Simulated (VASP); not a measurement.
# Al (I4/mmm) in VASP: single point with PBE

Aim: the single point of Al with PBE.

All numbers are computed with VASP 6.6.1; they aren't measurements. Logs are shortened: lines on timing, memory, paths and dates and some standing lists are left out, and cuts for length are marked.

### 1 The cell of the first run

It takes space group I4/mmm (No. 139, tetragonal). Conventional cell: a = 3.106 Å, b = 3.106 Å, c = 3.235 Å, α = 90.00°, β = 90.00°, γ = 90.00°. Within 3.6 Å of Al (site symmetry 4/mmm) lie 14 Al at 2.73 to 3.24 Å.

### 2 Single point, PBE

INCAR reads:

```
SYSTEM = Al
  PREC = Accurate
  ENCUT = 520
  EDIFF = 1E-6
  ISMEAR = 0
  SIGMA = 0.15
  LREAL = .False.
  LASPH = .True.
  NELM = 60
  ALGO = Fast
  ISIF = 2
  LWAVE = .False.
  LCHARG = .True.
  GGA = PE
  LELF = .True.
  LVHAR = .True.
  NBANDS = 10
```

KPOINTS reads:

```
regular mesh
0
Gamma
  20 20 12
  0 0 0
```

POSCAR reads:

```
Al
1.0
   -1.5528098305      1.5528098305      1.6175102401
    1.5528098305     -1.5528098305      1.6175102401
    3.1056196609      3.1056196609      0.0000000000
Al
2
Direct
    0.0000000000      0.0000000000      0.0000000000
    0.5000000000      0.5000000000      0.5000000000
```

Potentials or basis: VASP PAW PBE potentials, release 64 (Al).

On the command line:

```
$ cat potpaw_PBE.64/Al/POTCAR > POTCAR
$ mpirun -np 1 vasp_std > vasp.out
```

OUTCAR:

```text
SYSTEM = Al
   PREC = Accurate
   ENCUT = 520
   EDIFF = 1E-6
   ISMEAR = 0
   LREAL = .False.
   LASPH = .True.
   NELM = 60
   ISIF = 2
   GGA = PE

 ion  position               nearest neighbor table
   1  0.000  0.000  0.000-   2 2.73   2 2.73   2 2.73   2 2.73   2 3.11   2 3.11   2 3.11   2 3.11

   2  0.500  0.500  0.500-   1 2.73   1 2.73   1 2.73   1 2.73   1 3.11   1 3.11   1 3.11   1 3.11

  LATTYP: Found a base centered orthorhombic cell.
 ALAT       =     3.2350204802
 B/A-ratio  =     1.3576450199
 C/A-ratio  =     1.3576450198

  Lattice vectors:

 A1 = (  -1.5528098305,   1.5528098305,   1.6175102401)
 A2 = (   1.5528098305,  -1.5528098305,   1.6175102401)
 A3 = (   3.1056196609,   3.1056196609,   0.0000000000)

Analysis of symmetry for initial positions (statically):
=====================================================================
 Subroutine PRICEL returns following result:

  LATTYP: Found a body centered tetragonal cell.
 ALAT       =     3.1056196609
 C/A-ratio  =     1.0416666667

  Lattice vectors:

 A1 = (   1.5528098305,  -1.5528098305,  -1.6175102401)
 A2 = (  -1.5528098305,   1.5528098305,  -1.6175102401)
 A3 = (   1.5528098305,   1.5528098305,   1.6175102401)

   2 primitive cells build up your supercell.

 Routine SETGRP: Setting up the symmetry group for a
 base centered orthorhombic supercell.

 Subroutine GETGRP returns: Found  8 space group operations
 (whereof  8 operations were pure point group operations)
 out of a pool of  8 trial point group operations.

The static configuration has the point symmetry D_2h.

Analysis of symmetry for dynamics (positions and initial velocities):
=====================================================================
 Subroutine PRICEL returns following result:

  LATTYP: Found a body centered tetragonal cell.
 ALAT       =     3.1056196609
 C/A-ratio  =     1.0416666667

  Lattice vectors:

 A1 = (   1.5528098305,  -1.5528098305,  -1.6175102401)
 A2 = (  -1.5528098305,   1.5528098305,  -1.6175102401)
 A3 = (   1.5528098305,   1.5528098305,   1.6175102401)

   2 primitive cells build up your supercell.

 Routine SETGRP: Setting up the symmetry group for a
 base centered orthorhombic supercell.

 Subroutine GETGRP returns: Found  8 space group operations
 (whereof  8 operations were pure point group operations)
 out of a pool of  8 trial point group operations.

The dynamic configuration has the point symmetry D_2h.

 Subroutine INISYM returns: Found  8 space group operations
 (whereof  8 operations are pure point group operations),
 and found     2 'primitive' translations

----------------------------------------------------------------------------------------

                                     Primitive cell

  volume of cell :      15.6007

  direct lattice vectors                    reciprocal lattice vectors
     1.552809830 -1.552809831 -1.617510240     0.321996931  0.000000000 -0.309117054
    -1.552809830  1.552809830 -1.617510240     0.000000000  0.321996931 -0.309117054
     1.552809830  1.552809830  1.617510240     0.321996931  0.321996931 -0.000000000

  length of vectors
     2.727411981  2.727411981  2.727411981     0.446357902  0.446357902  0.455372427

  position of ions in fractional coordinates (direct lattice)
     0.000000000  0.000000000  0.000000000

  ion indices of the primitive-cell ions
   primitive index   ion index
                 1           1

----------------------------------------------------------------------------------------

 KPOINTS: regular mesh

Automatic generation of k-mesh.
 Grid dimensions read from file:
 generate k-points for:   20   20   12

 Generating k-lattice:

  Cartesian coordinates                     Fractional coordinates (reciprocal lattice)
    -0.008049923  0.008049923  0.015455853     0.050000000  0.000000000  0.000000000
     0.008049923 -0.008049923  0.015455853     0.000000000  0.050000000  0.000000000
     0.013416539  0.013416539  0.000000000     0.000000000  0.000000000  0.083333333

  Length of vectors
     0.019195987  0.019195987  0.018973851

  Shift w.r.t. Gamma in fractional coordinates (k-lattice)
     0.000000000  0.000000000  0.000000000

 Subroutine IBZKPT returns following result:
 ===========================================

 Found    777 irreducible k-points:

 Following reciprocal coordinates:
            Coordinates               Weight
  0.000000  0.000000  0.000000      1.000000
  0.050000  0.000000  0.000000      4.000000
  0.100000  0.000000  0.000000      4.000000
  0.150000  0.000000  0.000000      4.000000
  0.200000  0.000000  0.000000      4.000000
  0.250000  0.000000  0.000000      4.000000
[... 16 lines left out ...]
 -0.400000  0.050000  0.000000      4.000000
 -0.350000  0.050000  0.000000      4.000000
 [... further k-points ...]
   k-points           NKPTS =    777   k-points in BZ     NKDIM =    777   number of bands    NBANDS=     10
   number of dos      NEDOS =    301   number of ions     NIONS =      2
   total plane-waves  NPLWV =  14400
   dimension x,y,z NGX =    20 NGY =   20 NGZ =   36
   dimension x,y,z NGXF=    40 NGYF=   40 NGZF=   72
   ions per type =               2
   NGX,Y,Z   is equivalent  to a cutoff of  12.19, 12.19, 13.63 a.u.
   NGXF,Y,Z  is equivalent  to a cutoff of  24.38, 24.38, 27.25 a.u.
 SYSTEM =  Al
   PREC   = accura    normal or accurate (medium, high low for compatibility)
   ISTART =      0    job   : 0-new  1-cont  2-samecut
   ICHARG =      2    charge: 1-file 2-atom 10-const
   ISPIN  =      1    spin polarized calculation?
   LNONCOLLINEAR =      F non collinear calculations
   LSORBIT =      F    spin-orbit coupling
   LASPH  =      T    aspherical Exc in radial PAW
   ENCUT  =  520.0 eV  38.22 Ry    6.18 a.u.   5.07  5.07  8.17*2*pi/ulx,y,z
   NELM   =     60;   NELMIN=  2; NELMDL= -5     # of ELM steps
   EDIFF  = 0.1E-05   stopping-criterion for ELM
   LREAL  =      F    real-space projection
   EDIFFG = 0.1E-04   stopping-criterion for IOM
   NSW    =      0    number of steps for IOM
   IBRION =     -1    ionic relax: 0-MD 1-quasi-New 2-CG
   NFREE  =      0    steps in history (QN), initial steepest desc. (CG)
   ISIF   =      2    stress and relaxation
   ISYM   =      2    0-nonsym 1-usesym 2-fastsym
   POTIM  = 0.5000    time-step for ionic-motion
   TEBEG  =    0.0;   TEEND  =   0.0 temperature during run
   PSTRESS=    0.0 pullay stress
   NELECT =       6.0000    total number of electrons
   NUPDOWN=      -1.0000    fix difference up-down
   EMIN   =  10.00;   EMAX   =-10.00  energy-range for DOS
   EFERMI =   0.00;   METHOD = LEGACY
   ISMEAR =     0;   SIGMA  =   0.15  broadening in eV -4-tet -1-fermi 0-gaus
   EFERMI_NEDOS =   21; number of points for ismear=-14 and -15
   IALGO  =     68    algorithm
   IMIX   =      4    mixing-type and parameters
     AMIX     =   0.40;   BMIX     =  1.00
     AMIX_MAG =   1.60;   BMIX_MAG =  1.00
  volume/ion in A,a.u.               =      15.60       105.28
  Fermi-wavevector in a.u.,A,eV,Ry     =   0.944932  1.785663 12.148604  0.892897
  Thomas-Fermi vector in A             =   2.072785
   LORBIT       =      0    0 simple, 1 ext, 2 COOP (PROOUT), +10 PAW based schemes
   GGA     = PE    functional components
   LHFCALC =     F    Hartree Fock is set to
   AEXX    =    0.0000 exact exchange contribution
   IVDW    =     0    specifies the selected vdW correction
   LEPSILON=     F    determine dielectric tensor
   LRPA    =     F    only Hartree local field effects (RPA)
 non-spin polarized calculation
 RMM-DIIS sequential band-by-band and
 Gauss-broadening in eV      SIGMA  =   0.15
  energy-cutoff  :      520.00
  volume of cell :       31.20
 maximum number of plane-waves:       858
   NGX = 11   NGY = 11   NGZ = 17

 number of electron       6.0000000 magnetization

 Free energy of the ion-electron system (eV)
  ---------------------------------------------------
  ext. energy  EPLUGINS =         0.00000000
  ---------------------------------------------------
  free energy    TOTEN  =        -7.26049991 eV

  energy without entropy =       -7.25205151  energy(sigma->0) =       -7.25627571

 E-fermi :   8.6011     XC(G=0): -10.4059

 val. band max:        8.5994071229   @ k =   0.5000   0.3500   0.5000
 cond. band min:       8.6015468405   @ k =   0.3500   0.3000   0.3333
 fundamental gap:      0.0021397175
 Fermi energy:         8.6010835492

 k-point     1 :       0.0000    0.0000    0.0000
  band No.  band energies     occupation
      1      -2.9255      2.00000
      2       4.2129      2.00000
      3       4.9393      2.00000
      4      16.4421      0.00000
      5      16.6886      0.00000
      6      18.3158      0.00000
      7      20.2309      0.00000
      8      21.9169      0.00000
      9      21.9173      0.00000
     10      22.8923      0.00000

 k-point     2 :       0.0500    0.0000    0.0000
  band No.  band energies     occupation
      1      -2.8709      2.00000
      2       4.2632      2.00000
      3       4.9923      2.00000
      4      15.3500      0.00000
      5      16.7962      0.00000
      6      18.8012      0.00000
      7      20.8878      0.00000
      8      21.3517      0.00000
      9      21.3750      0.00000
     10      22.6547      0.00000

 k-point     3 :       0.1000    0.0000    0.0000
  band No.  band energies     occupation
      1      -2.7074      2.00000
      2       4.4139      2.00000
      3       5.1506      2.00000
      4      13.7517      0.00000
      5      16.5954      0.00000
      6      19.5269      0.00000
      7      20.1062      0.00000
      8      20.1995      0.00000
      9      22.0567      0.00000
     10      22.4209      0.00000
[... 248 lines left out ...]
 k-point    23 :      -0.4000    0.0500    0.0000
  band No.  band energies     occupation
      1       0.3228      2.00000
      2       5.0944      2.00000
      3       7.2471      2.00000
      4       8.2360      1.99942
      5      11.8774      0.00000
      6      12.7499      0.00000
      7      16.2434      0.00000
      8      17.9382      0.00000
      9      22.9528      0.00000
     10      23.2748      0.00000

 k-point    24 :      -0.3500    0.0500    0.0000
  band No.  band energies     occupation
      1      -0.4467      2.00000
      2       6.2695      2.00000
      3       6.5208      2.00000
      4       7.6330      2.00000
      5      13.1638      0.00000
      6      13.9684      0.00000
      7      16.8786      0.00000
      8      17.8137      0.00000
      9      22.3140      0.00000
     10      23.6328      0.00000

 [... further k-points ...]
[... 5 lines left out ...]
  --------------------------------------------------------------------------------------
  -------------------------------------------------------------------------------------
  Total        1.1627890      1.1627890      1.5609067      0.0026455      0.0000000      0.0000000
  in kB       59.7087445     59.7087445     80.1519254      0.1358472      0.0000000      0.0000000
  external PRESSURE =      66.5231382 kB  Pullay stress =       0.0000000 kB

 VOLUME and BASIS-vectors are now :
 -----------------------------------------------------------------------------
  energy-cutoff  :      520.00
  volume of cell :       31.20
      direct lattice vectors                 reciprocal lattice vectors
    -1.552809830  1.552809830  1.617510240    -0.160998466  0.160998466  0.309117054
     1.552809830 -1.552809830  1.617510240     0.160998466 -0.160998466  0.309117054
     3.105619661  3.105619661  0.000000000     0.160998466  0.160998466  0.000000000

 POSITION                                       TOTAL-FORCE (eV/Angst)
 -----------------------------------------------------------------------------------
      0.00000      0.00000      0.00000        -0.000000      0.000000     -0.000000
      1.55281      1.55281      1.61751         0.000000     -0.000000      0.000000
 -----------------------------------------------------------------------------------
    total drift:                               -0.000000     -0.000000     -0.000000

  FREE ENERGIE OF THE ION-ELECTRON SYSTEM (eV)
  ---------------------------------------------------
  free  energy   TOTEN  =        -7.2604999077 eV

  energy  without entropy=       -7.2520515084  energy(sigma->0) =       -7.25627571
```

Wall time 86 s (1 thread of Intel Xeon Platinum 8488C (Sapphire Rapids), shared host); peak memory 0.29 GiB.

Results:

```yaml
Free_energy: -7.2605 eV
Pressure: 6.7 GPa
Band_gap_on_the_k_mesh: zero (band 3 reaches 14.01 eV, above the bottom of band 4 at 4.56 eV)
```
